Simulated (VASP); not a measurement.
# BC in VASP: further runs

The runs below take BC through single point, with PBE.

All numbers are computed with VASP 6.6.1; they aren't measurements. Logs are shortened: lines on timing, memory, paths and dates and some standing lists are left out, and cuts for length are marked.

## (1) The cell of the first run

The typed cell holds 8 atoms: a = 2.451 Å, b = 4.968 Å, c = 4.918 Å, α = 90.00°, β = 90.00°, γ = 90.00°.

The cell was generated, and may not be a known phase.

## (2) Single point, PBE

File INCAR:

```
PREC = Accurate ; ENCUT = 520
EDIFF = 1E-6 ; ISMEAR = 0
SIGMA = 0.1 ; LREAL = F
LASPH = T ; NELM = 80
ALGO = Normal ; ISIF = 2
LWAVE = F ; LCHARG = F
GGA = PE ; NBANDS = 24
```

File KPOINTS:

```
Automatic mesh
0
Gamma
  6 4 4
```

File POSCAR:

```
BC
1.0
    2.4508507064      0.0000000000      0.0000000000
    0.0000000000      4.9679400467      0.0000000000
    0.0000000000      0.0000000000      4.9176320393
B C
4 4
Direct
    0.7499583262      0.3717893122      0.9575727677
    0.2500416738      0.6282106878      0.9575727677
    0.7499583262      0.1282106878      0.4575727677
    0.2500416738      0.8717893122      0.4575727677
    0.2499950503      0.9178290871      0.0831649423
    0.7500049497      0.0821709129      0.0831649423
    0.2499950503      0.5821709129      0.5831649423
    0.7500049497      0.4178290871      0.5831649423
```

Potentials or basis: VASP PAW PBE potentials, release 64 (B, C).

On the command line:

```console
$ cat potpaw_PBE.64/B/POTCAR potpaw_PBE.64/C/POTCAR > POTCAR
$ mpirun -np 1 vasp_std > vasp.out
```

OUTCAR:

```text
PREC = Accurate
   ENCUT = 520
   EDIFF = 1E-6
   ISMEAR = 0
   LREAL = F
   LASPH = T
   NELM = 80
   ISIF = 2
   GGA = PE

 ion  position               nearest neighbor table
   1  0.750  0.372  0.958-   6 1.57   2 1.77   2 1.77   8 1.86
   2  0.250  0.628  0.958-   5 1.57   1 1.77   1 1.77   7 1.86
   3  0.750  0.128  0.458-   8 1.57   4 1.77   4 1.77   6 1.86
   4  0.250  0.872  0.458-   7 1.57   3 1.77   3 1.77   5 1.86
   5  0.250  0.918  0.083-   6 1.47   6 1.47   2 1.57   4 1.86
   6  0.750  0.082  0.083-   5 1.47   5 1.47   1 1.57   3 1.86
   7  0.250  0.582  0.583-   8 1.47   8 1.47   4 1.57   2 1.86
   8  0.750  0.418  0.583-   7 1.47   7 1.47   3 1.57   1 1.86

  LATTYP: Found a simple orthorhombic cell.
 ALAT       =     2.4508507064
 B/A-ratio  =     2.0065000395
 C/A-ratio  =     2.0270267927

  Lattice vectors:

 A1 = (  -2.4508507064,   0.0000000000,   0.0000000000)
 A2 = (   0.0000000000,   0.0000000000,   4.9176320393)
 A3 = (   0.0000000000,   4.9679400467,   0.0000000000)

Analysis of symmetry for initial positions (statically):
=====================================================================
 Subroutine PRICEL returns:
 Original cell was already a primitive cell.

 Routine SETGRP: Setting up the symmetry group for a
 simple orthorhombic supercell.

 Subroutine GETGRP returns: Found  4 space group operations
 (whereof  2 operations were pure point group operations)
 out of a pool of  8 trial point group operations.

The static configuration has the point symmetry C_2 .
 The point group associated with its full space group is C_2v.

Analysis of symmetry for dynamics (positions and initial velocities):
=====================================================================
 Subroutine PRICEL returns:
 Original cell was already a primitive cell.

 Routine SETGRP: Setting up the symmetry group for a
 simple orthorhombic supercell.

 Subroutine GETGRP returns: Found  4 space group operations
 (whereof  2 operations were pure point group operations)
 out of a pool of  8 trial point group operations.

The dynamic configuration has the point symmetry C_2 .
 The point group associated with its full space group is C_2v.

 Subroutine INISYM returns: Found  4 space group operations
 (whereof  2 operations are pure point group operations),
 and found     1 'primitive' translations

----------------------------------------------------------------------------------------

                                     Primitive cell

  volume of cell :      59.8755

  direct lattice vectors                    reciprocal lattice vectors
     2.450850706  0.000000000  0.000000000     0.408021589  0.000000000  0.000000000
     0.000000000  4.967940047  0.000000000     0.000000000  0.201290674  0.000000000
     0.000000000  0.000000000  4.917632039     0.000000000  0.000000000  0.203349903

  length of vectors
     2.450850706  4.967940047  4.917632039     0.408021589  0.201290674  0.203349903

  position of ions in fractional coordinates (direct lattice)
     0.749958326  0.371789312  0.957572768
     0.250041674  0.628210688  0.957572768
     0.749958326  0.128210688  0.457572768
     0.250041674  0.871789312  0.457572768
     0.249995050  0.917829087  0.083164942
     0.750004950  0.082170913  0.083164942
     0.249995050  0.582170913  0.583164942
     0.750004950  0.417829087  0.583164942

  ion indices of the primitive-cell ions
   primitive index   ion index
                 1           1
                 2           2
                 3           3
                 4           4
                 5           5
                 6           6
                 7           7
                 8           8

----------------------------------------------------------------------------------------

 KPOINTS: Automatic mesh

Automatic generation of k-mesh.
 Grid dimensions read from file:
 generate k-points for:    6    4    4

 Generating k-lattice:

  Cartesian coordinates                     Fractional coordinates (reciprocal lattice)
     0.068003598  0.000000000  0.000000000     0.166666667  0.000000000  0.000000000
     0.000000000  0.050322668  0.000000000     0.000000000  0.250000000  0.000000000
     0.000000000  0.000000000  0.050837476     0.000000000  0.000000000  0.250000000

  Length of vectors
     0.068003598  0.050322668  0.050837476

  Shift w.r.t. Gamma in fractional coordinates (k-lattice)
     0.000000000  0.000000000  0.000000000

 Subroutine IBZKPT returns following result:
 ===========================================

 Found     36 irreducible k-points:

 Following reciprocal coordinates:
            Coordinates               Weight
  0.000000  0.000000  0.000000      1.000000
  0.166667  0.000000  0.000000      2.000000
  0.333333  0.000000  0.000000      2.000000
  0.500000  0.000000  0.000000      1.000000
  0.000000  0.250000  0.000000      2.000000
  0.166667  0.250000  0.000000      4.000000
[... 16 lines left out ...]
  0.333333  0.500000  0.250000      4.000000
  0.500000  0.500000  0.250000      2.000000
 [... further k-points ...]
   k-points           NKPTS =     36   k-points in BZ     NKDIM =     36   number of bands    NBANDS=     24
   number of dos      NEDOS =    301   number of ions     NIONS =      8
   total plane-waves  NPLWV =  28800
   dimension x,y,z NGX =    18 NGY =   40 NGZ =   40
   dimension x,y,z NGXF=    36 NGYF=   80 NGZF=   80
   ions per type =               4   4
   NGX,Y,Z   is equivalent  to a cutoff of  12.21, 13.39, 13.52 a.u.
   NGXF,Y,Z  is equivalent  to a cutoff of  24.42, 26.77, 27.04 a.u.
 SYSTEM =  unknown system
   PREC   = accura    normal or accurate (medium, high low for compatibility)
   ISTART =      0    job   : 0-new  1-cont  2-samecut
   ICHARG =      2    charge: 1-file 2-atom 10-const
   ISPIN  =      1    spin polarized calculation?
   LNONCOLLINEAR =      F non collinear calculations
   LSORBIT =      F    spin-orbit coupling
   LASPH  =      T    aspherical Exc in radial PAW
   ENCUT  =  520.0 eV  38.22 Ry    6.18 a.u.   4.56  9.24  9.14*2*pi/ulx,y,z
   NELM   =     80;   NELMIN=  2; NELMDL= -5     # of ELM steps
   EDIFF  = 0.1E-05   stopping-criterion for ELM
   LREAL  =      F    real-space projection
   EDIFFG = 0.1E-04   stopping-criterion for IOM
   NSW    =      0    number of steps for IOM
   IBRION =     -1    ionic relax: 0-MD 1-quasi-New 2-CG
   NFREE  =      0    steps in history (QN), initial steepest desc. (CG)
   ISIF   =      2    stress and relaxation
   ISYM   =      2    0-nonsym 1-usesym 2-fastsym
   POTIM  = 0.5000    time-step for ionic-motion
   TEBEG  =    0.0;   TEEND  =   0.0 temperature during run
   PSTRESS=    0.0 pullay stress
   NELECT =      28.0000    total number of electrons
   NUPDOWN=      -1.0000    fix difference up-down
   EMIN   =  10.00;   EMAX   =-10.00  energy-range for DOS
   EFERMI =   0.00;   METHOD = LEGACY
   ISMEAR =     0;   SIGMA  =   0.10  broadening in eV -4-tet -1-fermi 0-gaus
   EFERMI_NEDOS =   21; number of points for ismear=-14 and -15
   IALGO  =     38    algorithm
   IMIX   =      4    mixing-type and parameters
     AMIX     =   0.40;   BMIX     =  1.00
     AMIX_MAG =   1.60;   BMIX_MAG =  1.00
  volume/ion in A,a.u.               =       7.48        50.51
  Fermi-wavevector in a.u.,A,eV,Ry     =   1.270704  2.401283 21.969176  1.614689
  Thomas-Fermi vector in A             =   2.403677
   LORBIT       =      0    0 simple, 1 ext, 2 COOP (PROOUT), +10 PAW based schemes
   GGA     = PE    functional components
   LHFCALC =     F    Hartree Fock is set to
   AEXX    =    0.0000 exact exchange contribution
   IVDW    =     0    specifies the selected vdW correction
   LEPSILON=     F    determine dielectric tensor
   LRPA    =     F    only Hartree local field effects (RPA)
 non-spin polarized calculation
 Gauss-broadening in eV      SIGMA  =   0.10
  energy-cutoff  :      520.00
  volume of cell :       59.88
 maximum number of plane-waves:      1630
   NGX =  9   NGY = 19   NGZ = 19

 number of electron      27.9999999 magnetization

 Free energy of the ion-electron system (eV)
  ---------------------------------------------------
  ext. energy  EPLUGINS =         0.00000000
  ---------------------------------------------------
  free energy    TOTEN  =       -59.42195340 eV

  energy without entropy =      -59.40667457  energy(sigma->0) =      -59.41431398

 E-fermi :   5.9609     XC(G=0): -11.5352

 val. band max:        5.9557922056   @ k =   0.1667   0.5000   0.5000
 cond. band min:       5.9965767965   @ k =   0.1667   0.2500   0.5000
 fundamental gap:      0.0407845909
 Fermi energy:         5.9608930013

 k-point     1 :       0.0000    0.0000    0.0000
  band No.  band energies     occupation
      1     -12.2116      2.00000
      2     -10.8253      2.00000
      3      -5.4403      2.00000
      4      -5.4077      2.00000
      5      -2.9388      2.00000
      6      -2.8031      2.00000
[... 16 lines left out ...]
     23      14.8800      0.00000
     24      15.8980      0.00000

 k-point     2 :       0.1667    0.0000    0.0000
  band No.  band energies     occupation
      1     -11.6831      2.00000
      2     -10.3192      2.00000
      3      -4.9653      2.00000
      4      -4.8728      2.00000
      5      -2.4650      2.00000
      6      -2.3913      2.00000
[... 16 lines left out ...]
     23      16.4106      0.00000
     24      16.6535      0.00000

 k-point     3 :       0.3333    0.0000    0.0000
  band No.  band energies     occupation
      1     -10.1106      2.00000
      2      -8.8136      2.00000
      3      -4.4202      2.00000
      4      -3.2804      2.00000
      5      -3.1414      2.00000
      6      -3.0202      2.00000
[... 16 lines left out ...]
     23      15.2475      0.00000
     24      16.4685      0.00000
[... 514 lines left out ...]
 k-point    23 :       0.3333    0.5000    0.2500
  band No.  band energies     occupation
      1      -9.4621      2.00000
      2      -9.4621      2.00000
      3      -4.2077      2.00000
      4      -4.2077      2.00000
      5      -3.3808      2.00000
      6      -3.3807      2.00000
[... 16 lines left out ...]
     23      16.0182      0.00000
     24      16.0183      0.00000

 k-point    24 :       0.5000    0.5000    0.2500
  band No.  band energies     occupation
      1      -7.0218      2.00000
      2      -7.0218      2.00000
      3      -6.8798      2.00000
      4      -6.8798      2.00000
      5      -1.5762      2.00000
      6      -1.5762      2.00000
[... 16 lines left out ...]
     23      15.3616      0.00000
     24      15.3616      0.00000

 [... further k-points ...]

------------------------ aborting loop because EDIFF is reached ----------------------------------------

  FORCE on cell =-STRESS in cart. coord.  units (eV):
  Direction    XX          YY          ZZ          XY          YZ          ZX
  --------------------------------------------------------------------------------------
  -------------------------------------------------------------------------------------
  Total        0.2354727      0.1400482      0.0165086      0.0000000      0.0000000      0.0000000
  in kB        6.3008895      3.7474756      0.4417456      0.0000000      0.0000000      0.0000000
  external PRESSURE =       3.4967036 kB  Pullay stress =       0.0000000 kB

 VOLUME and BASIS-vectors are now :
 -----------------------------------------------------------------------------
  energy-cutoff  :      520.00
  volume of cell :       59.88
      direct lattice vectors                 reciprocal lattice vectors
     2.450850706  0.000000000  0.000000000     0.408021589  0.000000000  0.000000000
     0.000000000  4.967940047  0.000000000     0.000000000  0.201290674  0.000000000
     0.000000000  0.000000000  4.917632039     0.000000000  0.000000000  0.203349903

 POSITION                                       TOTAL-FORCE (eV/Angst)
 -----------------------------------------------------------------------------------
      1.83804      1.84703      4.70899         0.001330      0.015668     -0.006526
      0.61281      3.12091      4.70899        -0.001330     -0.015668     -0.006526
      1.83804      0.63694      2.25017         0.001330     -0.015668     -0.006526
      0.61281      4.33100      2.25017        -0.001330      0.015668     -0.006526
      0.61270      4.55972      0.40897         0.000991     -0.017471      0.006526
      1.83815      0.40822      0.40897        -0.000991      0.017471      0.006526
      0.61270      2.89219      2.86779         0.000991      0.017471      0.006526
      1.83815      2.07575      2.86779        -0.000991     -0.017471      0.006526
 -----------------------------------------------------------------------------------
    total drift:                               -0.000000      0.000000     -0.000384

  FREE ENERGIE OF THE ION-ELECTRON SYSTEM (eV)
  ---------------------------------------------------
  free  energy   TOTEN  =       -59.4219533967 eV

  energy  without entropy=      -59.4066745684  energy(sigma->0) =      -59.41431398
```

Run time: 24 s. Hardware: 1 thread of Intel Xeon 6975P-C (Granite Rapids), shared host; peak memory 0.18 GiB.

What came out:

| Quantity | Value |
| --- | --- |
| Free energy | -59.4220 eV |
| Pressure | 0.3 GPa |
| Largest force | 0.019 eV/Å |
| Band gap on the k mesh | zero (bands 14 and 15 overlap by 5.33 eV) |

Forces on the atoms (eV/Å):
```
B    0.001  0.016 -0.007
B   -0.001 -0.016 -0.007
B    0.001 -0.016 -0.007
B   -0.001  0.016 -0.007
C    0.001 -0.017  0.007
C   -0.001  0.017  0.007
C    0.001  0.017  0.007
C   -0.001 -0.017  0.007
```

Levels at points of the mesh, in eV from the Fermi level:
```tsv
k point	band 12	band 13	band 14	band 15	band 16	band 17
(0.00, 0.00, 0.00)	-1.40	-1.12	3.77	3.81	4.34	5.08
(0.50, 0.00, 0.00)	-4.68	-3.18	-3.18	-1.07	-1.07	5.85
(0.00, 0.50, 0.00)	-3.44	0.32	0.32	4.02	4.02	4.92
(0.50, 0.50, 0.00)	-4.73	-2.58	-2.58	0.16	0.16	4.83
(0.00, 0.00, 0.50)	-2.38	-0.10	-0.10	3.44	3.44	4.66
(0.50, 0.00, 0.50)	-5.60	-1.14	-1.14	-1.14	-1.14	6.09
(0.00, 0.50, 0.50)	-3.43	-0.11	-0.11	3.75	3.75	3.91
(0.50, 0.50, 0.50)	-4.17	-1.19	-1.19	-1.19	-1.19	5.65
```

Caveat: the k points lie up to 0.43 Å⁻¹ apart, too coarse for converged energies and pressures of a metal.

## (3) Single point, PBE

This run uses another cell than the first one: it holds 4 atoms, not 8.

File INCAR:

```
SYSTEM = BC
PREC = Accurate
ENCUT = 520
EDIFF = 1E-6
ISMEAR = 0
SIGMA = 0.1
LREAL = .FALSE.
LASPH = .TRUE.
NELM = 60
ALGO = Normal
ISIF = 2
LWAVE = .FALSE.
LCHARG = .FALSE.
GGA = PE
NBANDS = 15
```

File KPOINTS:

```
Automatic mesh
0
G
  20 20 20
  0 0 0
```

File POSCAR:

```
BC
1.0
   -1.2367683390      2.4824489137      2.4270411812
    1.2367683390     -2.4824489137      2.4270411812
    1.2367683390      2.4824489137     -2.4270411812
B C
2 2
Direct
    0.3358166036      0.7108458491      0.1249707545
    0.5858750946      0.2108458491      0.8750292455
   -0.0011437198      0.3298918609      0.1689644193
    0.1609274416      0.8298918609      0.8310355807
```

Potentials or basis: VASP PAW PBE potentials, release 64 (B, C).

On the command line:

```console
$ cat potpaw_PBE.64/B/POTCAR potpaw_PBE.64/C/POTCAR > POTCAR
$ mpirun -np 1 vasp_std > vasp.out
```

It took 3.5 min on 1 thread of Intel Xeon 6975P-C (Granite Rapids), shared host; peak memory 0.51 GiB.

It converged, with:

| Item | Value |
| --- | --- |
| Free energy | -29.6670 eV |
| Pressure | 0.2 GPa |
| Largest force | 0.032 eV/Å |
| Band gap on the k mesh | zero (bands 7 and 8 overlap by 6.23 eV) |

Forces in eV/Å, atoms in the order of the input:
```
B    0.000  0.007  0.000
B    0.000 -0.007  0.000
C    0.000 -0.032  0.000
C    0.000  0.032  0.000
```

Stress tensor (GPa, compression positive):
```
0.42 0.00 0.00
0.00 0.28 0.00
0.00 0.00 0.03
```

Levels at points of the mesh, in eV from the Fermi level:
```csv
k point,band 4,band 5,band 6,band 7,band 8,band 9,band 10,band 11
"(0.00, 0.00, 0.00)",-6.64,-3.37,-3.24,-1.14,4.00,4.11,7.81,8.08
"(0.50, 0.00, 0.00)",-5.13,-3.62,-3.61,0.09,3.66,3.85,7.89,8.61
"(0.00, 0.50, 0.00)",-6.74,-5.56,-5.56,-0.98,-0.98,6.18,6.18,9.27
"(0.50, 0.50, 0.00)",-6.83,-5.22,-4.70,-2.53,0.11,4.94,6.87,8.38
"(0.50, 0.50, 0.50)",-7.37,-3.95,-1.22,4.07,4.81,7.08,7.68,8.38
```

The gap in the log of VASP goes by the Fermi energy; the results here count the filled bands.